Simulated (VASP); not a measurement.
Here is a VASP 6.6.1 calculation.

POSCAR

```
HfO2
1.0
   -1.9601033215      1.9601033215      4.9884460379
    1.9601033215     -1.9601033215      4.9884460379
    1.9601033215      1.9601033215     -4.9884460379
Hf O
2 4
Direct
    0.0000000000      0.0000000000      0.0000000000
    0.7500000000      0.2500000000      0.5000000000
    0.9561225872      0.4561225872      0.5000000000
    0.2061225872      0.2061225872      0.0000000000
    0.5438774128      0.0438774128      0.5000000000
    0.7938774128      0.7938774128      0.0000000000
```

File INCAR.step1:

```
SYSTEM = HfO2
  PREC = Accurate
  ENCUT = 520
  ISMEAR = 0
  SIGMA = 0.1
  LREAL = .False.
  LASPH = .True.
  NELM = 80
  NBANDS = 31
  GGA = PE
  ALGO = Normal
  EDIFF = 1E-4
  LWAVE = .True.
  LCHARG = .False.
```

The input INCAR.step2:

```
SYSTEM = HfO2
  PREC = Accurate
  ENCUT = 520
  EDIFF = 1E-7
  ISMEAR = 0
  SIGMA = 0.1
  LREAL = .False.
  LASPH = .True.
  NELM = 80
  ALGO = Normal
  ISIF = 2
  LWAVE = .False.
  LCHARG = .False.
  METAGGA = R2SCAN
  LMIXTAU = .True.
  NBANDS = 31
  ISTART = 1
```

The input KPOINTS:

```
Automatic mesh
0
Gamma
  6 6 6
  0 0 0
```

Potentials or basis: VASP PAW PBE potentials, release 64 (Hf_pv, O).

Command:

```console
$ cat potpaw_PBE.64/Hf_pv/POTCAR potpaw_PBE.64/O/POTCAR > POTCAR
$ cp INCAR.step1 INCAR
$ mpirun -np 1 vasp_std > vasp.out
$ cp INCAR.step2 INCAR
$ mpirun -np 1 vasp_std > vasp.out
```

(1) Predict the largest force.

(2) Predict the band gap on the k mesh.

## Answers

(1) 0.342 eV/Å.

(2) 5.06 eV (least direct gap 5.35 eV).

Caveat: the PAW data sets were made with another functional, which shifts forces and pressure a little; spin-orbit coupling is left out, which moves the levels of the heavy elements.
